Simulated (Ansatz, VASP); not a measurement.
## Tl: VASP beside Ansatz

```xyz
1
Lattice="-1.8439 1.8439 1.8439 1.8439 -1.8439 1.8439 1.8439 1.8439 -1.8439" Properties=species:S:1:pos:R:3 pbc="T T T"
Tl    0.0000    0.0000    0.0000
```

Change from the starting cell: strain -0.050 along x and y, -0.050 along z, atoms carried along.

Alike in both runs: task single point; functional PBEsol; k mesh 18 × 18 × 18; occupations gaussian, width 0.15 eV; no spin polarisation.

|  | VASP | Ansatz |
| --- | --- | --- |
| version | VASP 6.6.1 | Ansatz 0.2.0 |
| potentials or method | VASP PAW PBE potentials, release 64 (Tl_d), cutoff 520 eV | scalar-relativistic, plane waves, PAW |
| valence electrons in the cell | 13 | 13 |

VASP gave:

* gap on the k mesh at the Fermi level (eV): none
* pressure (GPa): 6.7

**Question.** Which values does Ansatz return?

**Answer.** gap on the k mesh at the Fermi level (eV): none; pressure (GPa): 6.8.

VASP's potentials were made for PBE, not for PBEsol. A gap of «none» marks a metal or a gap that the smearing closes.

Spin-orbit coupling is off throughout.
